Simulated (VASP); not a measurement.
A run of VASP 6.6.1 is set up as follows.

The input INCAR:

```
SYSTEM = MnC15
PREC = Accurate
ENCUT = 600
EDIFF = 1E-6
ISMEAR = 0
SIGMA = 0.05
LREAL = .FALSE.
LASPH = .TRUE.
NELM = 200
ALGO = Normal
ISIF = 2
LWAVE = .FALSE.
LCHARG = .FALSE.
ISPIN = 2
MAGMOM = 0.88 0.01 0.01 0.02 0.02 0.01 0.01 0 -0.03 -0.03 -0.03 0 -0.03 0 0 0
LORBIT = 11
LMAXMIX = 4
LDAU = .TRUE.
LDAUTYPE = 2
LDAUL = 2 -1
LDAUU = 3.5 0
LDAUJ = 0 0
LDAUPRINT = 1
GGA = PS
NBANDS = 54
GGA_COMPAT = .FALSE.
```

KPOINTS

```
Automatic mesh
0
G
  4 4 4
  0 0 0
```

File POSCAR:

```
MnC15
1.0
    0.0000000000      3.5668800000      3.5668800000
    3.5668800000      0.0000000000      3.5668800000
    3.5668800000      3.5668800000      0.0000000000
Mn C
1 15
Direct
    0.0000333313      0.0025209478      0.9988045600
    0.0014101529      0.0038690788      0.4974589078
    0.0014369460      0.5011306098      0.0002037165
    0.0002199844      0.5023464475      0.4986479718
    0.4998866520      0.0026766335      0.9989794761
    0.4986686728      0.0038835820      0.4974191338
    0.4986958031      0.5011529928      0.0001614387
    0.5000486001      0.5025023382      0.4988078209
    0.1383695766      0.1397508452      0.1360830558
    0.1372956784      0.1408374725      0.5859691370
    0.1373334445      0.5896826947      0.1371336982
    0.1267123930      0.6271454170      0.6234513912
    0.5872001223      0.1397934151      0.1360550963
    0.6246907150      0.1291601603      0.6228702023
    0.6246839931      0.6265652012      0.1254752017
    0.6241141095      0.6271283080      0.6234426390
```

Potentials or basis: VASP PAW PBE potentials, release 64 (Mn_pv, C).

Run with:

```sh
$ cat potpaw_PBE.64/Mn_pv/POTCAR potpaw_PBE.64/C/POTCAR > POTCAR
$ mpirun -np 1 vasp_std > vasp.out
```

(1) What does it give for the pressure?

(2) Estimate the net moment.

(3) Predict the site moments.

## Answers

(1) 39.5 GPa.

(2) 1.00 μB per cell.

(3) Mn +1.05; C +0.01, +0.00, -0.03, -0.01 μB.

Caveat: the k points lie up to 0.38 Å⁻¹ apart; the PAW data sets were made with another functional, which shifts forces and pressure a little; the U is typed as a test and isn't derived for this compound.
